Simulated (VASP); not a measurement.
# SiSn2: relaxation of cell and atoms with PBE

SiSn2:

```
CELL_PARAMETERS angstrom
4.23490 0.00000 0.00000
-2.11745 3.66753 0.00000
0.00000 0.00000 10.37333
ATOMIC_POSITIONS crystal
Si 0.00000 0.00000 0.00000
Si 0.66667 0.33333 0.66667
Sn 0.33333 0.66667 0.33333
Sn 0.66667 0.33333 0.91667
Sn 0.33333 0.66667 0.58333
Sn 0.00000 0.00000 0.25000
```

```
Program                : VASP 6.6.1
Task                   : relaxation of cell and atoms
Functional             : PBE
Potentials or basis    : VASP PAW PBE potentials, release 64 (Si, Sn_d)
Cutoff                 : 600 eV
k mesh                 : 6 × 6 × 2
Occupations            : fermi-dirac, width 0.02 eV
Spin                   : no spin polarisation
Dipole correction      : no
Further INCAR settings : ALGO = Normal; EDIFF = 1e-06; IBRION = 2; EDIFFG = -0.005; NSW = 80; ISIF = 3
```

* Relaxed volume: 30.80 Å³/atom
* Relaxed cell: a = 4.434 Å, b = 4.434 Å, c = 10.855 Å, α = 90.00°, β = 90.00°, γ = 120.00°
* Space group after relaxing (to 0.05 Å): P3m1 (No. 156)
* Energy gained by relaxing: 152.5 meV/atom
* Ionic steps: 15
* Pressure after relaxing: 0.0 GPa
* Largest force after relaxing: 0.004 eV/Å
* Band gap on the k mesh: zero (filled and empty bands touch)

Forces in eV/Å, atoms in the order of the input:
```
Si   0.000  0.000  0.004
Si   0.000  0.000  0.000
Sn   0.000  0.000  0.001
Sn   0.000  0.000 -0.002
Sn   0.000  0.000 -0.001
Sn   0.000  0.000 -0.002
```

The path:
```csv
step,energy change (eV),largest force (eV/Å),pressure (GPa),volume (Å³)
1,0.0000,1.9076,9.63,161.11
2,-0.6615,0.4013,-3.18,201.75
3,-0.7991,0.7795,-0.48,187.68
4,-0.8491,0.4535,-0.22,186.31
5,-0.8862,0.6600,0.40,183.61
6,-0.9095,0.2237,0.07,184.56
7,-0.9095,0.2263,0.06,184.61
8,-0.9145,0.0507,-0.07,185.04
9,-0.9146,0.0429,-0.10,185.13
10,-0.9149,0.0187,0.03,184.60
11,-0.9149,0.0162,0.01,184.71
12,-0.9149,0.0078,0.00,184.73
13,-0.9150,0.0073,0.00,184.75
14,-0.9150,0.0074,0.00,184.75
15,-0.9150,0.0038,-0.01,184.79
```

Final structure:
```cif
data_structure
_symmetry_space_group_name_H-M 'P 1'
_symmetry_Int_Tables_number 1
_cell_length_a 4.4335
_cell_length_b 4.4335
_cell_length_c 10.8553
_cell_angle_alpha 90.000
_cell_angle_beta 90.000
_cell_angle_gamma 120.000
_cell_volume 184.79
loop_
_atom_site_label
_atom_site_type_symbol
_atom_site_fract_x
_atom_site_fract_y
_atom_site_fract_z
_atom_site_occupancy
Si1 Si 0.00000 0.00000 0.99099 1
Si2 Si 0.66667 0.33333 0.67372 1
Sn1 Sn 0.33333 0.66667 0.33600 1
Sn2 Sn 0.66667 0.33333 0.91690 1
Sn3 Sn 0.33333 0.66667 0.60026 1
Sn4 Sn 0.00000 0.00000 0.23212 1
```

Levels at points of the mesh, in eV from the Fermi level:
```
           k point  band 29  band 30  band 31  band 32  band 33  band 34  band 35  band 36
(0.00, 0.00, 0.00)    -0.95    -0.49    -0.25    -0.05     0.20     0.20     0.79     2.07
(0.50, 0.00, 0.00)    -2.61    -2.46    -1.88    -1.32     0.60     0.75     1.13     1.62
(0.00, 0.00, 0.50)    -0.80    -0.80    -0.19     0.00     0.00     0.25     1.41     2.51
(0.50, 0.00, 0.50)    -2.58    -2.16    -1.23    -1.08     0.06     0.67     1.25     2.17
```

It took 7.1 min on 1 thread of Intel(R) Xeon(R) 6975P-C (Granite Rapids) (shared host), peak memory 0.38 GiB.

Caveat: spin-orbit coupling is left out, which moves the levels of the heavy elements.
